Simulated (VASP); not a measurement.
Write the native input for VASP 6.6.1 that does the following.

```yaml
Task: single point
Functional: PBE
Potentials_or_basis: VASP PAW PBE potentials, release 64 (C)
Cutoff: 520 eV
k_mesh: 12 × 12 × 12
Occupations: gaussian, width 0.02 eV
Spin: no spin polarisation
Dipole_correction: no
Further_INCAR_settings: ALGO = Normal; EDIFF = 1e-06; NBANDS = 11
```

The structure of C lies in POSCAR:

```
C
1.0
    0.0000000000      1.7833700000      1.7833700000
    1.7833700000      0.0000000000      1.7833700000
    1.7833700000      1.7833700000      0.0000000000
C
2
Direct
    0.0000000000      0.0000000000      0.0000000000
    0.2500000000      0.2500000000      0.2500000000
```

These files were run (other wordings do the same):

INCAR

```
SYSTEM = C
ALGO = Normal
EDIFF = 1E-6
ENCUT = 520
GGA = PE
ISIF = 2
ISMEAR = 0
LASPH = .True.
LCHARG = .False.
LREAL = .False.
LWAVE = .False.
NBANDS = 11
NELM = 100
PREC = Accurate
SIGMA = 0.02
```

KPOINTS

```
k-points
0
Gamma
  12 12 12
  0 0 0
```

Potentials or basis: VASP PAW PBE potentials, release 64 (C).

Launch:

```sh
$ cat potpaw_PBE.64/C/POTCAR > POTCAR
$ mpirun -np 1 vasp_std > vasp.out
```

Results of the run:

* Pressure: 2.5 GPa
* Band gap on the k mesh: 4.15 eV, indirect (least direct gap 5.59 eV)

Wall time 9.5 s on 1 thread of AMD EPYC 7R13, with other jobs on the host, peak memory 0.09 GiB.
